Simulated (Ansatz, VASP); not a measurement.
# Two plane-wave programs on ZnS

POSCAR

```
ZnS
1.0
   -2.6945131931     -2.6945131931      0.0000000000
    2.6945131931     -2.6945131931      0.0000000000
   -0.8983506986      0.0000000000     10.7780527726
Zn S
4 4
Direct
    0.4687437500      0.5312562500      0.1875000000
   -0.0729312500      0.0729312500      0.4375000000
    0.3853937500      0.6146062500      0.6875000000
   -0.1562812500      0.1562812500      0.9375000000
    0.4479062500      0.0520937500      0.3125000000
   -0.0937687500      0.5937687500      0.5625000000
    0.3645562500      0.1354437500      0.8125000000
   -0.0104187500      0.5104187500      0.0625000000
```

File INCAR.step1:

```
SYSTEM = ZnS
PREC     = Accurate       ! precision mode
ENCUT    = 520            ! plane-wave cutoff, eV
ISMEAR   = 0              ! smearing method
SIGMA    = 0.05           ! smearing width, eV
LREAL    = .FALSE.        ! projectors in reciprocal space
LASPH    = .TRUE.         ! aspherical terms in the spheres
NELM     = 80             ! most SCF steps
NBANDS   = 46             ! bands
GGA      = PE             ! functional
ALGO     = Normal         ! electronic algorithm
EDIFF    = 1E-4           ! SCF threshold, eV
LWAVE    = .TRUE.         ! write WAVECAR
LCHARG   = .FALSE.        ! write CHGCAR
```

File INCAR.step2:

```
SYSTEM = ZnS
PREC     = Accurate       ! precision mode
ENCUT    = 520            ! plane-wave cutoff, eV
EDIFF    = 1E-6           ! SCF threshold, eV
ISMEAR   = 0              ! smearing method
SIGMA    = 0.05           ! smearing width, eV
LREAL    = .FALSE.        ! projectors in reciprocal space
LASPH    = .TRUE.         ! aspherical terms in the spheres
NELM     = 80             ! most SCF steps
ALGO     = Normal         ! electronic algorithm
ISIF     = 2              ! what is computed and relaxed
LWAVE    = .FALSE.        ! write WAVECAR
LCHARG   = .FALSE.        ! write CHGCAR
METAGGA  = R2SCAN         ! meta-GGA
LMIXTAU  = .TRUE.       
NBANDS   = 46             ! bands
ISTART   = 1
```

KPOINTS

```
Automatic mesh
0
G
  6 6 2
  0 0 0
```

Input for Ansatz:

```yaml
crystal:
  lattice:
    - [-2.6945131931, -2.6945131931, 0.0]
    - [2.6945131931, -2.6945131931, 0.0]
    - [-0.8983506986, 0.0, 10.7780527726]
  atoms:
    - { symbol: Zn, position: [0.46874375, 0.53125625, 0.1875] }
    - { symbol: Zn, position: [-0.07293125, 0.07293125, 0.4375] }
    - { symbol: Zn, position: [0.38539375, 0.61460625, 0.6875] }
    - { symbol: Zn, position: [-0.15628125, 0.15628125, 0.9375] }
    - { symbol: S, position: [0.44790625, 0.05209375, 0.3125] }
    - { symbol: S, position: [-0.09376875, 0.59376875, 0.5625] }
    - { symbol: S, position: [0.36455625, 0.13544375, 0.8125] }
    - { symbol: S, position: [-0.01041875, 0.51041875, 0.0625] }
basis:
  ecutwfc: 500
kpoints:
  mp_grid: { grid: [6, 6, 2] }
hamiltonian:
  xc: r2scan
scf:
  occupations: { method: gaussian, width: 0.05 }
output:
  forces: true
  stress: true
  eigenvalues: true
```

Alike in both runs: task single point; functional r2SCAN; k mesh 6 × 6 × 2; occupations gaussian, width 0.05 eV; no spin polarisation.

```csv
,VASP,Ansatz
version,VASP 6.6.1,Ansatz 0.2.0
potentials or method,"VASP PAW PBE potentials, release 64 (Zn, S), cutoff 520 eV","scalar-relativistic, plane waves, PAW"
valence electrons in the cell,72,72
```

Ansatz gave:

* gap on the k mesh at the Fermi level (eV): 2.29
* least direct gap on the mesh (eV): 2.29
* pressure (GPa): 3.3
* traceless stress, the component that is largest in VASP (GPa): 4.50
* rms of the force components (eV/Å): 1.412

Q: What did VASP give for the same quantities?

A: gap on the k mesh at the Fermi level (eV): 2.30; least direct gap on the mesh (eV): 2.30; pressure (GPa): 3.4; traceless stress, the component that is largest in VASP (GPa): 4.52; rms of the force components (eV/Å): 1.433.

VASP's potentials were made for PBE, not for r2SCAN. Atom by atom the forces differ by 0.023 eV/Å (rms over components). The functional is the same, so the differences come from potentials, cutoffs and numerics.
